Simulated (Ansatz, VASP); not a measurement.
Two plane-wave programs on MnAl3

The input INCAR:

```
SYSTEM = MnAl3
  PREC = Accurate
  ENCUT = 520
  EDIFF = 1E-6
  ISMEAR = 0
  SIGMA = 0.1
  LREAL = .False.
  LASPH = .True.
  NELM = 150
  ALGO = Normal
  ISIF = 2
  LWAVE = .False.
  LCHARG = .False.
  ISPIN = 2
  MAGMOM = 0 0 0 0 0 0 4 -4
  LORBIT = 11
  LMAXMIX = 4
  GGA = PE
  NBANDS = 36
```

KPOINTS

```
regular mesh
0
Gamma
  12 12 6
  0 0 0
```

POSCAR

```
MnAl3
1.0
    0.0000000000      3.0393544795      3.0393544795
    3.0393544795      0.0000000000      3.0393544795
    6.0787089589      6.0787089589      0.0000000000
Al Mn
6 2
Direct
    0.2500000000      0.2500000000      0.1250000000
    0.7500000000      0.7500000000      0.3750000000
    0.5000000000      0.5000000000      0.2500000000
    0.2500000000      0.2500000000      0.6250000000
    0.7500000000      0.7500000000      0.8750000000
    0.5000000000      0.5000000000      0.7500000000
    0.0000000000      1.0000000000      0.0000000000
    0.0000000000      1.0000000000      0.5000000000
```

Input for Ansatz:

```yaml
crystal:
  lattice:
    - [0.0, 3.0393544795, 3.0393544795]
    - [3.0393544795, 0.0, 3.0393544795]
    - [6.0787089589, 6.0787089589, 0.0]
  atoms:
    - { symbol: Al, position: [0.25, 0.25, 0.125] }
    - { symbol: Al, position: [0.75, 0.75, 0.375] }
    - { symbol: Al, position: [0.5, 0.5, 0.25] }
    - { symbol: Mn, position: [0.0, 1.0, 0.0], spin: 4.0 }
    - { symbol: Al, position: [0.25, 0.25, 0.625] }
    - { symbol: Al, position: [0.75, 0.75, 0.875] }
    - { symbol: Al, position: [0.5, 0.5, 0.75] }
    - { symbol: Mn, position: [0.0, 1.0, 0.5], spin: -4.0 }
basis:
  ecutwfc: 420
kpoints:
  mp_grid: { grid: [12, 12, 6] }
hamiltonian:
  xc: pbe
scf:
  occupations: { method: gaussian, width: 0.1 }
  lower_state_search: "off"
output:
  forces: true
  stress: true
  eigenvalues: true
  populations: true
magnetization:
  spin_polarized: true
```

Alike in both runs: task single point; functional PBE; k mesh 12 × 12 × 6; occupations gaussian, width 0.1 eV; collinear spin.

|  | VASP | Ansatz |
| --- | --- | --- |
| version | VASP 6.6.1 | Ansatz 0.2.0 |
| potentials or method | VASP PAW PBE potentials, release 64 (Al, Mn_pv), cutoff 520 eV | scalar-relativistic, plane waves, PAW |
| valence electrons in the cell | 44 | 48 |

Ansatz gave:

```
gap on the k mesh at the Fermi level (eV)                     : none
pressure (GPa)                                                : 2.2
net moment per atom (μB)                                      : 0.00
size of the moment on the site where the two differ most (μB) : 2.02
```

Question: Estimate VASP's values.

Answer: gap on the k mesh at the Fermi level (eV): none; pressure (GPa): 2.2; net moment per atom (μB): 0.00; size of the moment on the site where the two differ most (μB): 2.04.

Site moments also hang on the region over which each program counts them. A gap of «none» marks a metal or a gap that the smearing closes. VASP's potentials hold 44 valence electrons a cell and Ansatz's 48, so a difference there can come from the potentials and not from the codes.
